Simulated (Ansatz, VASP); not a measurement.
AlAs: VASP beside Ansatz

```xyz
2
Lattice="0.0000 2.8640 2.8640 2.8640 0.0000 2.8640 2.8640 2.8640 0.0000" Properties=species:S:1:pos:R:3 pbc="T T T"
Al    0.0000    0.0000    0.0000
As    4.2959    4.2959    4.2959
```

Alike in both runs: functional PBE; k mesh 8 × 8 × 8; occupations gaussian, width 0.02 eV; no spin polarisation.

Ansatz relaxed the structure, and its values are those at the end. VASP's run is a single point on that final structure, the one shown.

|  | VASP | Ansatz |
| --- | --- | --- |
| version | VASP 6.6.1 | Ansatz 0.2.0 |
| potentials or method | VASP PAW PBE potentials, release 64 (Al, As), cutoff 500 eV | scalar-relativistic, plane waves, PAW |
| valence electrons in the cell | 8 | 18 |

```csv
,VASP,Ansatz,Ansatz less VASP
gap on the k mesh at the Fermi level (eV),1.49,1.50,+0.009
least direct gap on the mesh (eV),1.78,1.78,-0.006
pressure (GPa),0.2,0.0,-0.16
```

VASP's potentials hold 8 valence electrons a cell and Ansatz's 18, so a difference there can come from the potentials and not from the codes.
